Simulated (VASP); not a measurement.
# CdS (Hawleyite) (F-43m) in VASP: further runs

Runs on CdS (Hawleyite). Level: PBE. Tasks: single point.

Everything below comes from runs of VASP 6.6.1. Logs are shortened: lines on timing, memory, paths and dates and some standing lists are left out, and cuts for length are marked.

## Step 1: The cell of the first run

It takes space group F-43m (No. 216, cubic). Conventional cell: a = 5.781 Å, b = 5.781 Å, c = 5.781 Å, α = 90.00°, β = 90.00°, γ = 90.00°. Cd (site symmetry -43m) has 4 S at 2.50 Å within 3.3 Å. Within 3.3 Å of S (site symmetry -43m) lie 4 Cd at 2.50 Å.

## Step 2: Single point, PBE

File INCAR:

```
SYSTEM = CdS
ALGO = Normal
EDIFF = 1E-6
ENCUT = 520
GGA = PE
ISIF = 2
ISMEAR = 0
LASPH = .TRUE.
LCHARG = .FALSE.
LREAL = .FALSE.
LWAVE = .FALSE.
NBANDS = 16
NELM = 100
PREC = Accurate
SIGMA = 0.01
```

File KPOINTS:

```
k-points
0
G
  6 6 6
  0 0 0
```

File POSCAR:

```
CdS
1.0
    0.0000000000      2.8903416402      2.8903416402
    2.8903416402      0.0000000000      2.8903416402
    2.8903416402      2.8903416402      0.0000000000
Cd S
1 1
Direct
    0.0000000000      0.0000000000      0.0000000000
    0.2500000000      0.2500000000      0.2500000000
```

Potentials or basis: VASP PAW PBE potentials, release 64 (Cd, S).

The run is started by

```sh
cat potpaw_PBE.64/Cd/POTCAR potpaw_PBE.64/S/POTCAR > POTCAR
mpirun -np 1 vasp_std > vasp.out
```

OUTCAR:

```text
SYSTEM = CdS
   EDIFF = 1E-6
   ENCUT = 520
   GGA = PE
   ISIF = 2
   ISMEAR = 0
   LASPH = .TRUE.
   LREAL = .FALSE.
   NELM = 100
   PREC = Accurate

 ion  position               nearest neighbor table
   1  0.000  0.000  0.000-   2 2.50   2 2.50   2 2.50   2 2.50
   2  0.250  0.250  0.250-   1 2.50   1 2.50   1 2.50   1 2.50

  LATTYP: Found a face centered cubic cell.
 ALAT       =     5.7806832804

  Lattice vectors:

 A1 = (   0.0000000000,   2.8903416402,   2.8903416402)
 A2 = (   2.8903416402,   0.0000000000,   2.8903416402)
 A3 = (   2.8903416402,   2.8903416402,   0.0000000000)

Analysis of symmetry for initial positions (statically):
=====================================================================
 Subroutine PRICEL returns:
 Original cell was already a primitive cell.

 Routine SETGRP: Setting up the symmetry group for a
 face centered cubic supercell.

 Subroutine GETGRP returns: Found 24 space group operations
 (whereof 24 operations were pure point group operations)
 out of a pool of 48 trial point group operations.

The static configuration has the point symmetry T_d .

Analysis of symmetry for dynamics (positions and initial velocities):
=====================================================================
 Subroutine PRICEL returns:
 Original cell was already a primitive cell.

 Routine SETGRP: Setting up the symmetry group for a
 face centered cubic supercell.

 Subroutine GETGRP returns: Found 24 space group operations
 (whereof 24 operations were pure point group operations)
 out of a pool of 48 trial point group operations.

The dynamic configuration has the point symmetry T_d .

 Subroutine INISYM returns: Found 24 space group operations
 (whereof 24 operations are pure point group operations),
 and found     1 'primitive' translations

----------------------------------------------------------------------------------------

                                     Primitive cell

  volume of cell :      48.2923

  direct lattice vectors                    reciprocal lattice vectors
     0.000000000  2.890341640  2.890341640    -0.172989931  0.172989931  0.172989931
     2.890341640  0.000000000  2.890341640     0.172989931 -0.172989931  0.172989931
     2.890341640  2.890341640  0.000000000     0.172989931  0.172989931 -0.172989931

  length of vectors
     4.087560347  4.087560347  4.087560347     0.299627349  0.299627349  0.299627349

[... 70 lines left out ...]
   NELM   =    100;   NELMIN=  2; NELMDL= -5     # of ELM steps
   EDIFF  = 0.1E-05   stopping-criterion for ELM
   LREAL  =      F    real-space projection
   EDIFFG = 0.1E-04   stopping-criterion for IOM
   NSW    =      0    number of steps for IOM
   IBRION =     -1    ionic relax: 0-MD 1-quasi-New 2-CG
   NFREE  =      0    steps in history (QN), initial steepest desc. (CG)
   ISIF   =      2    stress and relaxation
   ISYM   =      2    0-nonsym 1-usesym 2-fastsym
   POTIM  = 0.5000    time-step for ionic-motion
   TEBEG  =    0.0;   TEEND  =   0.0 temperature during run
   PSTRESS=    0.0 pullay stress
   NELECT =      18.0000    total number of electrons
   NUPDOWN=      -1.0000    fix difference up-down
   EMIN   =  10.00;   EMAX   =-10.00  energy-range for DOS
   EFERMI =   0.00;   METHOD = LEGACY
   ISMEAR =     0;   SIGMA  =   0.01  broadening in eV -4-tet -1-fermi 0-gaus
   EFERMI_NEDOS =   21; number of points for ismear=-14 and -15
   IALGO  =     38    algorithm
   IMIX   =      4    mixing-type and parameters
     AMIX     =   0.40;   BMIX     =  1.00
     AMIX_MAG =   1.60;   BMIX_MAG =  1.00
  volume/ion in A,a.u.               =      24.15       162.95
  Fermi-wavevector in a.u.,A,eV,Ry     =   1.178166  2.226411 18.885909  1.388075
  Thomas-Fermi vector in A             =   2.314500
   LORBIT       =      0    0 simple, 1 ext, 2 COOP (PROOUT), +10 PAW based schemes
   GGA     = PE    functional components
   LHFCALC =     F    Hartree Fock is set to
   AEXX    =    0.0000 exact exchange contribution
   IVDW    =     0    specifies the selected vdW correction
   LEPSILON=     F    determine dielectric tensor
   LRPA    =     F    only Hartree local field effects (RPA)
 non-spin polarized calculation
 Gauss-broadening in eV      SIGMA  =   0.01
  energy-cutoff  :      520.00
  volume of cell :       48.29
 maximum number of plane-waves:      1315
   NGX = 15   NGY = 15   NGZ = 15

 number of electron      18.0000008 magnetization

 Free energy of the ion-electron system (eV)
  ---------------------------------------------------
  ext. energy  EPLUGINS =         0.00000000
  ---------------------------------------------------
  free energy    TOTEN  =        -6.08448685 eV

  energy without entropy =       -6.08448685  energy(sigma->0) =       -6.08448685

 E-fermi :   1.6025     XC(G=0):  -9.2762

 val. band max:        1.5534828404   @ k =   0.0000   0.0000   0.0000
 cond. band min:       2.7608769444   @ k =   0.0000   0.0000   0.0000
 fundamental gap:      1.2073941040
 Fermi energy:         1.6025152225

 k-point     1 :       0.0000    0.0000    0.0000
  band No.  band energies     occupation
      1     -10.9868      2.00000
      2      -6.2804      2.00000
      3      -6.2804      2.00000
      4      -6.2804      2.00000
      5      -5.7626      2.00000
      6      -5.7626      2.00000
[... 281 lines left out ...]
      3      -5.9855      2.00000
      4      -5.8476      2.00000
      5      -5.7176      2.00000
      6      -5.1346      2.00000
[... 8 lines left out ...]
     15      14.8371      0.00000
     16      14.9709      0.00000

------------------------ aborting loop because EDIFF is reached ----------------------------------------

  FORCE on cell =-STRESS in cart. coord.  units (eV):
  Direction    XX          YY          ZZ          XY          YZ          ZX
  --------------------------------------------------------------------------------------
  -------------------------------------------------------------------------------------
  Total        1.5551584      1.5551584      1.5551584      0.0000000      0.0000000      0.0000000
  in kB       51.5950073     51.5950073     51.5950073      0.0000000      0.0000000      0.0000000
  external PRESSURE =      51.5950073 kB  Pullay stress =       0.0000000 kB

 VOLUME and BASIS-vectors are now :
 -----------------------------------------------------------------------------
  energy-cutoff  :      520.00
  volume of cell :       48.29
      direct lattice vectors                 reciprocal lattice vectors
     0.000000000  2.890341640  2.890341640    -0.172989931  0.172989931  0.172989931
     2.890341640  0.000000000  2.890341640     0.172989931 -0.172989931  0.172989931
     2.890341640  2.890341640  0.000000000     0.172989931  0.172989931 -0.172989931

 POSITION                                       TOTAL-FORCE (eV/Angst)
 -----------------------------------------------------------------------------------
      0.00000      0.00000      0.00000        -0.000000     -0.000000     -0.000000
      1.44517      1.44517      1.44517         0.000000      0.000000      0.000000
 -----------------------------------------------------------------------------------
    total drift:                               -0.000001     -0.000001     -0.000001

  FREE ENERGIE OF THE ION-ELECTRON SYSTEM (eV)
  ---------------------------------------------------
  free  energy   TOTEN  =        -6.0844868476 eV

  energy  without entropy=       -6.0844868476  energy(sigma->0) =       -6.08448685
```

OSZICAR:

```text
N       E                     dE             d eps       ncg     rms          rms(c)
DAV:   1     0.110368018206E+03    0.11037E+03   -0.91780E+03   528   0.105E+03
DAV:   2    -0.233660340354E+01   -0.11270E+03   -0.10690E+03   616   0.254E+02
DAV:   3    -0.660007883843E+01   -0.42635E+01   -0.42565E+01   664   0.514E+01
DAV:   4    -0.662662991285E+01   -0.26551E-01   -0.26549E-01   600   0.396E+00
DAV:   5    -0.662698393043E+01   -0.35402E-03   -0.35402E-03   664   0.431E-01    0.862E+00
DAV:   6    -0.610470611446E+01    0.52228E+00   -0.82503E-01   752   0.118E+01    0.683E+00
DAV:   7    -0.608405773748E+01    0.20648E-01   -0.20739E-01   632   0.313E+00    0.326E+00
DAV:   8    -0.608439682911E+01   -0.33909E-03   -0.19641E-02   576   0.180E+00    0.339E-01
DAV:   9    -0.608430386276E+01    0.92966E-04   -0.22597E-03   648   0.728E-01    0.609E-02
DAV:  10    -0.608441530079E+01   -0.11144E-03   -0.24380E-04   584   0.167E-01    0.631E-02
DAV:  11    -0.608449222816E+01   -0.76927E-04   -0.11264E-04   632   0.893E-02    0.184E-02
DAV:  12    -0.608448587359E+01    0.63546E-05   -0.25464E-05   664   0.683E-02    0.999E-03
DAV:  13    -0.608448704380E+01   -0.11702E-05   -0.40732E-06   584   0.138E-02    0.116E-02
DAV:  14    -0.608448684761E+01    0.19619E-06   -0.22813E-07   456   0.286E-03
   1 F= -.60844868E+01 E0= -.60844868E+01  d E =-.283697E-14
```

stdout:

```text
POSCAR found type information on POSCAR CdS
 POSCAR found :  2 types and       2 ions
 scaLAPACK will be used
 LDA part: xc-table for (Slater+PW92), standard interpolation
 POSCAR, INCAR and KPOINTS ok, starting setup
 FFT: planning ... GRIDC
 FFT: planning ... GRID_SOFT
 FFT: planning ... GRID
 WAVECAR not read
 entering main loop
```

Run time: 8.8 s. Hardware: 1 thread of Intel Xeon Platinum 8488C (Sapphire Rapids), shared host; peak memory 0.16 GiB.

What came out:

```yaml
Free_energy: -6.0845 eV
Pressure: 5.2 GPa
Band_gap_on_the_k_mesh: 1.21 eV, direct
```

## Step 3: Single point, PBE

This run uses another cell than the first one, of 26.13 Å³/atom, 1.082 times its volume.

File INCAR:

```
SYSTEM = CdS
PREC = Accurate
ENCUT = 520
EDIFF = 1E-6
ISMEAR = 0
SIGMA = 0.01
LREAL = .FALSE.
LASPH = .TRUE.
NELM = 80
ALGO = Normal
ISIF = 2
LWAVE = .FALSE.
LCHARG = .FALSE.
GGA = PE
NBANDS = 16
```

File KPOINTS:

```
Automatic mesh
0
G
  6 6 6
  0 0 0
```

File POSCAR:

```
CdS
1.0
    0.0000000000      2.9674535076      2.9674535076
    2.9674535076      0.0000000000      2.9674535076
    2.9674535076      2.9674535076      0.0000000000
Cd S
1 1
Direct
    0.0000000000      0.0000000000      0.0000000000
    0.2500000000      0.2500000000      0.2500000000
```

Potentials or basis: VASP PAW PBE potentials, release 64 (Cd, S).

The run is started by

```sh
cat potpaw_PBE.64/Cd/POTCAR potpaw_PBE.64/S/POTCAR > POTCAR
mpirun -np 1 vasp_std > vasp.out
```

OUTCAR:

```text
SYSTEM = CdS
   PREC = Accurate
   ENCUT = 520
   EDIFF = 1E-6
   ISMEAR = 0
   LREAL = .FALSE.
   LASPH = .TRUE.
   NELM = 80
   ISIF = 2
   GGA = PE

 ion  position               nearest neighbor table
   1  0.000  0.000  0.000-   2 2.57   2 2.57   2 2.57   2 2.57
   2  0.250  0.250  0.250-   1 2.57   1 2.57   1 2.57   1 2.57

  LATTYP: Found a face centered cubic cell.
 ALAT       =     5.9349070152

  Lattice vectors:

 A1 = (   0.0000000000,   2.9674535076,   2.9674535076)
[... 478 lines left out ...]

------------------------ aborting loop because EDIFF is reached ----------------------------------------

  FORCE on cell =-STRESS in cart. coord.  units (eV):
  Direction    XX          YY          ZZ          XY          YZ          ZX
  --------------------------------------------------------------------------------------
  -------------------------------------------------------------------------------------
  Total        0.0229053      0.0229053      0.0229053     -0.0000000      0.0000000      0.0000000
  in kB        0.7022067      0.7022067      0.7022067     -0.0000000      0.0000000      0.0000000
  external PRESSURE =       0.7022067 kB  Pullay stress =       0.0000000 kB

 VOLUME and BASIS-vectors are now :
 -----------------------------------------------------------------------------
  energy-cutoff  :      520.00
  volume of cell :       52.26
      direct lattice vectors                 reciprocal lattice vectors
     0.000000000  2.967453508  2.967453508    -0.168494636  0.168494636  0.168494636
     2.967453508  0.000000000  2.967453508     0.168494636 -0.168494636  0.168494636
     2.967453508  2.967453508  0.000000000     0.168494636  0.168494636 -0.168494636

 POSITION                                       TOTAL-FORCE (eV/Angst)
 -----------------------------------------------------------------------------------
      0.00000      0.00000      0.00000        -0.000000     -0.000000     -0.000000
      1.48373      1.48373      1.48373         0.000000      0.000000      0.000000
 -----------------------------------------------------------------------------------
    total drift:                               -0.000000     -0.000000     -0.000000

  FREE ENERGIE OF THE ION-ELECTRON SYSTEM (eV)
  ---------------------------------------------------
  free  energy   TOTEN  =        -6.1453602176 eV

  energy  without entropy=       -6.1453602176  energy(sigma->0) =       -6.14536022
```

stdout:

```text
POSCAR found type information on POSCAR CdS
 POSCAR found :  2 types and       2 ions
 scaLAPACK will be used
 LDA part: xc-table for (Slater+PW92), standard interpolation
 POSCAR, INCAR and KPOINTS ok, starting setup
 FFT: planning ... GRIDC
 FFT: planning ... GRID_SOFT
 FFT: planning ... GRID
 WAVECAR not read
 entering main loop
```

It took 7.3 s on 1 thread of Intel Xeon Platinum 8488C (Sapphire Rapids), shared host; peak memory 0.18 GiB.

What came out:

* Free energy: -6.1454 eV
* Pressure: 0.1 GPa
* Band gap on the k mesh: 1.03 eV, direct

Levels at points of the mesh, in eV from the valence-band top:
```csv
k point,band 7,band 8,band 9,band 10,band 11,band 12
"(0.00, 0.00, 0.00)",0.00,0.00,0.00,1.03,6.55,6.55
"(0.50, 0.00, 0.00)",-4.10,-0.68,-0.68,2.93,7.00,7.00
"(0.50, 0.50, 0.00)",-3.73,-1.71,-1.71,3.64,4.27,9.02
```
